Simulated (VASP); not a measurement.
Runs of VASP 6.6.1 on Mo. The structure is that of space group P6_3/mmc (No. 194), or close to it. The cells are those of the table. 

| cell | k mesh | gap on the mesh (eV) | pressure (GPa) |
| --- | --- | --- | --- |
| a = 2.645, b = 2.645, c = 4.683 Å, angles 90.0, 90.0, 120.0°, 2 atoms | 15 × 15 × 7 | none | (a) |
| a = 2.760, b = 2.760, c = 4.886 Å, angles 90.0, 90.0, 120.0°, 2 atoms | 21 × 21 × 11 | none | 0.5 |
| a = 2.760, b = 2.760, c = 4.886 Å, angles 90.0, 90.0, 120.0°, 2 atoms | 15 × 15 × 7 | none | 0.4 |
| a = 2.722, b = 2.722, c = 4.820 Å, angles 90.0, 90.0, 120.0°, 2 atoms | 15 × 15 × 7 | none | 11.1 |
| a = 2.684, b = 2.684, c = 4.753 Å, angles 90.0, 90.0, 120.0°, 2 atoms | 15 × 15 × 7 | none | 24.2 |
| a = 2.796, b = 2.796, c = 4.951 Å, angles 90.0, 90.0, 120.0°, 2 atoms | 15 × 15 × 7 | none | (b) |
| a = 2.760, b = 2.760, c = 4.886 Å, angles 90.0, 90.0, 120.0°, 2 atoms | 7 × 7 × 4 | none | 1.3 |
| a = 2.831, b = 2.831, c = 5.013 Å, angles 90.0, 90.0, 120.0°, 2 atoms | 15 × 15 × 7 | none | (c) |

Alike in all rows: task single point; level PBE; potentials or basis VASP PAW PBE potentials, release 64 (Mo_sv); no spin polarisation; cutoff (eV) 520; smearing fermi-dirac 0.1 eV.

**Question.** Fill in the values left out.

**Answer.** (a) 40.3; (b) -8.2; (c) -15.3.

Caveats: some runs use coarse meshes.

A k mesh can miss the band edges, and the runs leave out spin-orbit coupling on Mo.

A gap of «none» marks levels without a gap at the run's occupations.
